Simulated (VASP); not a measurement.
# SiNi (P2_13) in VASP: further runs, part 2 of 2

VASP 6.6.1.

## 4. Single point, BLYP, collinear spin, ferromagnetic start

This run uses another cell than the first one, of 11.42 Å³/atom.

The input, INCAR:

```
SYSTEM = SiNi
AGGAC    = 1.0          
AGGAX    = 1.0          
ALDAC    = 0.0          
ALDAX    = 1.0          
ALGO     = Normal         ! electronic algorithm
EDIFF    = 1E-7           ! SCF threshold, eV
ENCUT    = 520            ! plane-wave cutoff, eV
GGA      = B5             ! functional
ISIF     = 2              ! what is computed and relaxed
ISMEAR   = -1             ! smearing method
ISPIN    = 2              ! spin polarisation
LASPH    = .TRUE.         ! aspherical terms in the spheres
LCHARG   = .FALSE.        ! write CHGCAR
LMAXMIX  = 4              ! l up to which the mixer works
LORBIT   = 11             ! projections on sites
LREAL    = .FALSE.        ! projectors in reciprocal space
LWAVE    = .FALSE.        ! write WAVECAR
MAGMOM   = 1 1 1 1 0 0 0 0 ! initial moments
NBANDS   = 42             ! bands
NELM     = 150            ! most SCF steps
PREC     = Accurate       ! precision mode
SIGMA    = 0.05           ! smearing width, eV
```

The input, KPOINTS:

```
k-points
0
G
  6 6 6
  0 0 0
```

The input, POSCAR:

```
SiNi
1.0
    4.5036940000      0.0000000000      0.0000000000
    0.0000000000      4.5036940000      0.0000000000
    0.0000000000      0.0000000000      4.5036940000
Ni Si
4 4
Direct
    0.1495040000      0.1495040000      0.1495040000
    0.6495040000      0.3504960000      0.8504960000
    0.8504960000      0.6495040000      0.3504960000
    0.3504960000      0.8504960000      0.6495040000
    0.8468300000      0.8468300000      0.8468300000
    0.3468300000      0.6531700000      0.1531700000
    0.1531700000      0.3468300000      0.6531700000
    0.6531700000      0.1531700000      0.3468300000
```

Run with:

```bash
> cat potpaw_PBE.64/Ni/POTCAR potpaw_PBE.64/Si/POTCAR > POTCAR
> mpirun -np 1 vasp_std > vasp.out
```

It took 8.1 min on 1 thread of Intel Xeon 8259CL, shared host; peak memory 0.31 GiB.

The run converged. Its results:

```yaml
Free_energy: -38.0711 eV
Pressure: 11.6 GPa
Largest_force: 0.064 eV/Å
Band_gap_on_the_k_mesh: zero (filled and empty bands overlap)
Net_moment: 0.00 μB per cell
Valence_electrons_inside_the_program's_atomic_spheres: Ni 9.59; Si 1.61
```

Forces on the atoms (eV/Å):
```
Ni   0.004  0.004  0.004
Ni   0.004 -0.004 -0.004
Ni  -0.004  0.004 -0.004
Ni  -0.004 -0.004  0.004
Si  -0.037 -0.037 -0.037
Si  -0.037  0.037  0.037
Si   0.037 -0.037  0.037
Si   0.037  0.037 -0.037
```

Levels at points of the mesh, in eV from the Fermi level:
Spin up:
```csv
k point,band 25,band 26,band 27,band 28,band 29,band 30,band 31,band 32
"(0.00, 0.00, 0.00)",-1.58,-1.58,-1.58,0.97,0.97,0.97,1.44,1.44
"(0.50, 0.00, 0.00)",-1.93,-1.93,-0.56,-0.56,-0.19,-0.19,2.76,2.76
"(0.50, 0.50, 0.00)",-1.46,-1.46,-0.94,-0.94,0.35,0.35,0.92,0.92
"(0.50, 0.50, 0.50)",-1.75,-1.75,-1.75,-1.75,4.14,4.14,4.14,4.14
```
Spin down:
| k point | band 25 | band 26 | band 27 | band 28 | band 29 | band 30 | band 31 | band 32 |
| --- | --- | --- | --- | --- | --- | --- | --- | --- |
| (0.00, 0.00, 0.00) | -1.58 | -1.58 | -1.58 | 0.97 | 0.97 | 0.97 | 1.44 | 1.44 |
| (0.50, 0.00, 0.00) | -1.93 | -1.93 | -0.56 | -0.56 | -0.19 | -0.19 | 2.76 | 2.76 |
| (0.50, 0.50, 0.00) | -1.46 | -1.46 | -0.94 | -0.94 | 0.35 | 0.35 | 0.92 | 0.92 |
| (0.50, 0.50, 0.50) | -1.75 | -1.75 | -1.75 | -1.75 | 4.14 | 4.14 | 4.14 | 4.14 |

Caveat: the cell stands under pressure; the moments typed at the start vanished in this run; the PAW data sets were made with another functional, which shifts forces and pressure a little.

## 5. Single point, RPBE+D4, collinear spin, ferromagnetic start

This run uses another cell than the first one, of 10.95 Å³/atom.

The input, INCAR:

```
PREC = Accurate
ENCUT = 520
EDIFF = 1E-7
ISMEAR = -1
SIGMA = 0.05
LREAL = False
LASPH = True
NELM = 150
ALGO = Normal
ISIF = 2
LWAVE = False
LCHARG = False
ISPIN = 2
MAGMOM = 1 1 1 1 0 0 0 0
LORBIT = 11
LMAXMIX = 4
GGA = RP
IVDW = 13
NBANDS = 42
```

The input, KPOINTS:

```
regular mesh
0
Gamma
  6 6 6
```

The input, POSCAR:

```
SiNi
1.0
    4.4408526576      0.0000000000      0.0000000000
    0.0000000000      4.4408526576      0.0000000000
    0.0000000000      0.0000000000      4.4408526576
Ni Si
4 4
Direct
    0.1496329451      0.1496329451      0.1496329451
    0.6496329451      0.3503670549      0.8503670549
    0.8503670549      0.6496329451      0.3503670549
    0.3503670549      0.8503670549      0.6496329451
    0.8467964982      0.8467964982      0.8467964982
    0.3467964982      0.6532035018      0.1532035018
    0.1532035018      0.3467964982      0.6532035018
    0.6532035018      0.1532035018      0.3467964982
```

Run with:

```bash
> cat potpaw_PBE.64/Ni/POTCAR potpaw_PBE.64/Si/POTCAR > POTCAR
> mpirun -np 1 vasp_std > vasp.out
```

Wall time 2.8 min (1 thread of Intel Xeon Platinum 8488C (Sapphire Rapids), shared host); peak memory 0.3 GiB.

Results (log left out):

```yaml
Free_energy: -51.5637 eV
Pressure: -0.3 GPa
Largest_force: 0.003 eV/Å
Band_gap_on_the_k_mesh: zero (filled and empty bands overlap)
Net_moment: 0.00 μB per cell
Valence_electrons_inside_the_program's_atomic_spheres: Ni 9.63; Si 1.61
Dispersion_energy_per_atom: -1.047 eV
```

Forces in eV/Å, atoms in the order of the input:
```
Ni  -0.001 -0.001 -0.001
Ni  -0.001  0.001  0.001
Ni   0.001 -0.001  0.001
Ni   0.001  0.001 -0.001
Si   0.002  0.002  0.002
Si   0.002 -0.002 -0.002
Si  -0.002  0.002 -0.002
Si  -0.002 -0.002  0.002
```

Levels at points of the mesh, in eV from the Fermi level:
Spin up:
```csv
k point,band 24,band 25,band 26,band 27,band 28,band 29,band 30,band 31,band 32,band 33
"(0.00, 0.00, 0.00)",-2.39,-1.71,-1.71,-1.71,1.08,1.08,1.08,1.38,1.38,2.04
"(0.50, 0.00, 0.00)",-2.25,-2.11,-2.11,-0.67,-0.67,-0.18,-0.18,2.84,2.84,2.98
"(0.50, 0.50, 0.00)",-2.55,-1.63,-1.63,-1.03,-1.03,0.39,0.39,0.90,0.90,3.96
"(0.50, 0.50, 0.50)",-2.80,-1.88,-1.88,-1.88,-1.88,4.41,4.41,4.41,4.41,4.63
```
Spin down:
```csv
k point,band 26,band 27,band 28,band 29,band 30,band 31
"(0.00, 0.00, 0.00)",-1.71,-1.71,1.08,1.08,1.08,1.38
"(0.50, 0.00, 0.00)",-2.11,-0.67,-0.67,-0.18,-0.18,2.84
"(0.50, 0.50, 0.00)",-1.63,-1.03,-1.03,0.39,0.39,0.90
"(0.50, 0.50, 0.50)",-1.88,-1.88,-1.88,4.41,4.41,4.41
```

Caveat: the dispersion term is far too large for a dense solid, which distorts pressure and volume; the moments typed at the start vanished in this run; the PAW data sets were made with another functional, which shifts forces and pressure a little.

## 6. The runs side by side

```tsv
level	cell	gap on the mesh (eV)	pressure (GPa)	moment (μB)	largest force (eV/Å)
r2SCAN	a = 4.464 Å, 8 atoms, atomic positions A	none	0.1	0.00	-
r2SCAN	a = 4.504 Å, 8 atoms, atomic positions B	none	-5.0	0.00	0.06
BLYP	a = 4.504 Å, 8 atoms, atomic positions B	none	11.6	0.00	0.06
RPBE+D4	a = 4.441 Å, 8 atoms, atomic positions C	none	-0.3	0.00	-
```

Alike in all rows: task single point; potentials or basis VASP PAW PBE potentials, release 64 (Ni, Si); spin collinear, ferromagnetic start; k mesh 6 × 6 × 6; cutoff (eV) 520; smearing fermi-dirac 0.05 eV.

Caveats: the moments typed at the start vanished in this run; the PAW data sets were made with another functional, which shifts forces and pressure a little; the cell stands under tension (at least some runs); the cell stands under pressure (at least some runs); the dispersion term is far too large for a dense solid, which distorts pressure and volume (at least some runs).

Total energies depend on the potentials used, so only differences within one code and one set of settings carry meaning.
